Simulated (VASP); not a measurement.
Set up this calculation in VASP 6.6.1, as the native input.

| Property | Result |
| --- | --- |
| Task | single point |
| Functional | LDA |
| Potentials or basis | VASP PAW LDA potentials, release 64 (Mn_pv, O) |
| Cutoff | 520 eV |
| k mesh | 3 × 3 × 4 |
| Occupations | fermi-dirac, width 0.02 eV |
| Spin | collinear spin, ferromagnetic start |
| Starting moments | [4.43, 4.43, 3.7, 3.7, 3.7, 3.7, 0.05, 0.05, 0.05, 0.05, 0.05, 0.05, 0.05, 0.05] μB |
| Hubbard terms | Mn d U = 3.9 eV |
| Dipole correction | no |
| Further INCAR settings | ALGO = Normal; EDIFF = 1e-06; NBANDS = 80; ISYM = 0 |

The structure of Mn3O4 lies in POSCAR:

```
Mn3O4
1.0
   -2.8795000000      2.8795000000      4.7300000000
    2.8795000000     -2.8795000000      4.7300000000
    2.8795000000      2.8795000000     -4.7300000000
Mn O
6 8
Direct
    0.0000000000      0.0000000000      0.0000000000
    0.7500000000      0.2500000000      0.5000000000
    0.8750000000      0.6250000000      0.2500000000
    0.3750000000      0.6250000000      0.2500000000
    0.3750000000      0.6250000000      0.7500000000
    0.3750000000      0.1250000000      0.7500000000
    0.6040000000      0.3840000000      0.2200000000
    0.1340000000      0.4140000000      0.2800000000
    0.1640000000      0.3840000000      0.7800000000
    0.1340000000      0.8540000000      0.7200000000
    0.1460000000      0.8660000000      0.2800000000
    0.6160000000      0.3960000000      0.7800000000
    0.5860000000      0.8660000000      0.7200000000
    0.6160000000      0.8360000000      0.2200000000
```

These files were run (other wordings do the same):

INCAR

```
PREC     = Accurate       # precision mode
ENCUT    = 520            # plane-wave cutoff, eV
EDIFF    = 1E-6           # SCF threshold, eV
ISMEAR   = -1             # smearing method
SIGMA    = 0.02           # smearing width, eV
LREAL    = False          # projectors in reciprocal space
LASPH    = True           # aspherical terms in the spheres
NELM     = 150            # most SCF steps
ALGO     = Normal         # electronic algorithm
ISIF     = 2              # what is computed and relaxed
LWAVE    = False          # write WAVECAR
LCHARG   = False          # write CHGCAR
ISPIN    = 2              # spin polarisation
MAGMOM   = 4.43 4.43 3.7 3.7 3.7 3.7 0.05 0.05 0.05 0.05 0.05 0.05 0.05 0.05 # initial moments
LORBIT   = 11             # projections on sites
LMAXMIX  = 4              # l up to which the mixer works
LDAU     = True           # DFT+U
LDAUTYPE = 2            
LDAUL    = 2 -1           # shell
LDAUU    = 3.9 0          # U, eV
LDAUJ    = 0 0          
LDAUPRINT= 1            
ISYM     = 0            
NBANDS   = 80             # bands
```

KPOINTS

```
regular mesh
0
Gamma
  3 3 4
```

Potentials or basis: VASP PAW LDA potentials, release 64 (Mn_pv, O).

Launch:

```sh
$ cat potpaw_LDA.64/Mn_pv/POTCAR potpaw_LDA.64/O/POTCAR > POTCAR
$ mpirun -np 1 vasp_std > vasp.out
```

Results of the run:

| Property | Result |
| --- | --- |
| Pressure | -1.5 GPa |
| Largest force | 0.493 eV/Å |
| Band gap on the k mesh | 0.84 eV (least direct gap 1.20 eV) |
| Net moment | 26.00 μB per cell |
| Site moments | Mn +4.54, +3.85 (each value once); O +0.05 μB |
| Valence electrons inside the program's atomic spheres | Mn 11.38, 11.55 (each value once); O 5.02 |

Caveat: an odd mesh through Γ misses points on the zone boundary, where band edges can lie; only a ferromagnetic start was run, and an antiferromagnetic order may lie lower in energy.

Run time: 16 min on 1 thread of Oxide Virtual Turin-like Processor, with other jobs on the host, peak memory 0.43 GiB.
